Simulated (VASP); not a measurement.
Here is a VASP 6.6.1 calculation.

File POSCAR:

```
CdS
1.0
   11.6489850000      0.0000000000      0.0000000000
    0.0000000000     11.6489850000      0.0000000000
    0.0000000000      0.0000000000     11.6489850000
Cd S
32 32
Direct
    0.0000000000      0.0000000000      0.0000000000
    0.0000000000      0.0000000000      0.5000000000
    0.0000000000      0.5000000000      0.0000000000
    0.0000000000      0.5000000000      0.5000000000
    0.5000000000      0.0000000000      0.0000000000
    0.5000000000      0.0000000000      0.5000000000
    0.5000000000      0.5000000000      0.0000000000
    0.5000000000      0.5000000000      0.5000000000
    0.2500000000      0.2500000000      0.0000000000
    0.2500000000      0.2500000000      0.5000000000
    0.2500000000      0.7500000000      0.0000000000
    0.2500000000      0.7500000000      0.5000000000
    0.7500000000      0.2500000000      0.0000000000
    0.7500000000      0.2500000000      0.5000000000
    0.7500000000      0.7500000000      0.0000000000
    0.7500000000      0.7500000000      0.5000000000
    0.2500000000      0.0000000000      0.2500000000
    0.2500000000      0.0000000000      0.7500000000
    0.2500000000      0.5000000000      0.2500000000
    0.2500000000      0.5000000000      0.7500000000
    0.7500000000      0.0000000000      0.2500000000
    0.7500000000      0.0000000000      0.7500000000
    0.7500000000      0.5000000000      0.2500000000
    0.7500000000      0.5000000000      0.7500000000
    0.0000000000      0.2500000000      0.2500000000
    0.0000000000      0.2500000000      0.7500000000
    0.0000000000      0.7500000000      0.2500000000
    0.0000000000      0.7500000000      0.7500000000
    0.5000000000      0.2500000000      0.2500000000
    0.5000000000      0.2500000000      0.7500000000
    0.5000000000      0.7500000000      0.2500000000
    0.5000000000      0.7500000000      0.7500000000
    0.1250000000      0.1250000000      0.1250000000
    0.1250000000      0.1250000000      0.6250000000
    0.1250000000      0.6250000000      0.1250000000
    0.1250000000      0.6250000000      0.6250000000
    0.6250000000      0.1250000000      0.1250000000
    0.6250000000      0.1250000000      0.6250000000
    0.6250000000      0.6250000000      0.1250000000
    0.6250000000      0.6250000000      0.6250000000
    0.3750000000      0.3750000000      0.1250000000
    0.3750000000      0.3750000000      0.6250000000
    0.3750000000      0.8750000000      0.1250000000
    0.3750000000      0.8750000000      0.6250000000
    0.8750000000      0.3750000000      0.1250000000
    0.8750000000      0.3750000000      0.6250000000
    0.8750000000      0.8750000000      0.1250000000
    0.8750000000      0.8750000000      0.6250000000
    0.3750000000      0.1250000000      0.3750000000
    0.3750000000      0.1250000000      0.8750000000
    0.3750000000      0.6250000000      0.3750000000
    0.3750000000      0.6250000000      0.8750000000
    0.8750000000      0.1250000000      0.3750000000
    0.8750000000      0.1250000000      0.8750000000
    0.8750000000      0.6250000000      0.3750000000
    0.8750000000      0.6250000000      0.8750000000
    0.1250000000      0.3750000000      0.3750000000
    0.1250000000      0.3750000000      0.8750000000
    0.1250000000      0.8750000000      0.3750000000
    0.1250000000      0.8750000000      0.8750000000
    0.6250000000      0.3750000000      0.3750000000
    0.6250000000      0.3750000000      0.8750000000
    0.6250000000      0.8750000000      0.3750000000
    0.6250000000      0.8750000000      0.8750000000
```

File INCAR.step1:

```
  ALGO = Normal
  EDIFF = 1E-4
  ENCUT = 520
  GGA = PE
  ISMEAR = -1
  ISYM = 0
  LASPH = True
  LCHARG = False
  LREAL = Auto
  LUSENCCL = False
  LWAVE = True
  NBANDS = 326
  NELM = 80
  PREC = Accurate
  SIGMA = 0.05
```

Contents of INCAR.step2:

```
  ALGO = Normal
  EDIFF = 1E-6
  ENCUT = 520
  ISIF = 2
  ISMEAR = -1
  ISTART = 1
  ISYM = 0
  LASPH = True
  LCHARG = False
  LMIXTAU = True
  LREAL = Auto
  LUSENCCL = False
  LWAVE = False
  METAGGA = R2SCAN
  NBANDS = 326
  NELM = 80
  PREC = Accurate
  SIGMA = 0.05
```

KPOINTS

```
Automatic mesh
0
Gamma
  1 1 1
  0.25 0.25 0.25
```

Potentials or basis: VASP PAW PBE potentials, release 64 (Cd, S).

Run with:

```sh
$ cat potpaw_PBE.64/Cd/POTCAR potpaw_PBE.64/S/POTCAR > POTCAR
$ cp INCAR.step1 INCAR
$ mpirun -np 1 vasp_std > vasp.out
$ cp INCAR.step2 INCAR
$ mpirun -np 1 vasp_std > vasp.out
```

Task: Predict the band gap on the k mesh.

Result: 2.53 eV.

Task: Predict the pressure.

Result: 2.1 GPa.

Caveat: the PAW data sets were made with another functional, which shifts forces and pressure a little; a shifted mesh leaves out Γ, where band edges can lie. A k mesh can miss the band edges.
